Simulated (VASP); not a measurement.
Input of a VASP 6.6.1 run:

POSCAR

```
CdTe
1.0
    0.0000000000      3.2471758892      3.2471758892
    3.2471758892      0.0000000000      3.2471758892
    3.2471758892      3.2471758892      0.0000000000
Te Cd
1 1
Direct
    0.7500000000      0.7500000000      0.7500000000
    0.0000000000      0.0000000000      0.0000000000
```

Contents of INCAR.step1:

```
SYSTEM = CdTe
ALGO = Normal
EDIFF = 1E-4
ENCUT = 520
GGA = PE
GGA_COMPAT = .FALSE.
ISMEAR = -1
LASPH = .TRUE.
LCHARG = .FALSE.
LREAL = .FALSE.
LSORBIT = .TRUE.
LWAVE = .TRUE.
MAGMOM = 0 0 0 0 0 0
NBANDS = 30
NELM = 150
PREC = Accurate
SIGMA = 0.05
```

Contents of INCAR.step2:

```
SYSTEM = CdTe
ALGO = Normal
EDIFF = 1E-7
ENCUT = 520
GGA_COMPAT = .FALSE.
ISIF = 2
ISMEAR = -1
ISTART = 1
LASPH = .TRUE.
LCHARG = .FALSE.
LMIXTAU = .TRUE.
LORBIT = 11
LORBMOM = .TRUE.
LREAL = .FALSE.
LSORBIT = .TRUE.
LWAVE = .FALSE.
MAGMOM = 0 0 0 0 0 0
METAGGA = R2SCAN
NBANDS = 30
NELM = 150
PREC = Accurate
SIGMA = 0.05
```

KPOINTS

```
k-points
0
G
  7 7 7
  0 0 0
```

Potentials or basis: VASP PAW PBE potentials, release 64 (Te, Cd).

Run with:

```sh
$ cat potpaw_PBE.64/Te/POTCAR potpaw_PBE.64/Cd/POTCAR > POTCAR
$ cp INCAR.step1 INCAR
$ mpirun -np 1 vasp_ncl > vasp.out
$ cp INCAR.step2 INCAR
$ mpirun -np 1 vasp_ncl > vasp.out
```

Q: Estimate the pressure.

A: 1.4 GPa.

Q: Predict the net moment.

A: 0.00 μB per cell.

Moments on the atoms (μB; x, y, z):
```
Te  0.00 0.00 0.00
Cd  0.00 0.00 0.00
```

Caveat: the PAW data sets were made with another functional, which shifts forces and pressure a little.
